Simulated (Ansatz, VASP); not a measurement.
**InSb in VASP and in Ansatz**

```
In Sb
1.0
     0.00000    3.23910    3.23910
     3.23910    0.00000    3.23910
     3.23910    3.23910    0.00000
In Sb
1 1
Direct
  0.00000 0.00000 0.00000
  0.25000 0.25000 0.25000
```

Alike in both runs: task relaxation of cell and atoms; functional LDA; k mesh 9 × 9 × 9; occupations fermi-dirac, width 0.1 eV; no spin polarisation.

|  | VASP | Ansatz |
| --- | --- | --- |
| version | VASP 6.6.1 | Ansatz 0.2.0 |
| potentials or method | VASP PAW LDA potentials, release 64 (In_d, Sb), cutoff 600 eV | PAW plane waves |
| valence electrons in the cell | 18 | 28 |

Ansatz gave:

```
gap on the k mesh at the Fermi level, each at its own relaxed structure (eV) : none
relaxed volume (Å³/atom)                                                     : 33.56
relaxed cell length with the largest relative difference (Å)                 : 4.562
```

**Question.** What did VASP give for the same quantities?

**Answer.** gap on the k mesh at the Fermi level, each at its own relaxed structure (eV): none; relaxed volume (Å³/atom): 33.63; relaxed cell length with the largest relative difference (Å): 4.565.

Ansatz warns that its potentials were made for another functional, while VASP's fit it. LDA's correlation is that of Perdew and Zunger in VASP and of Perdew and Wang (1992) in Ansatz. A gap of «none» marks a metal or a gap that the smearing closes. VASP's potentials hold 18 valence electrons a cell and Ansatz's 28, so a difference there can come from the potentials and not from the codes.

Spin-orbit coupling is off throughout.
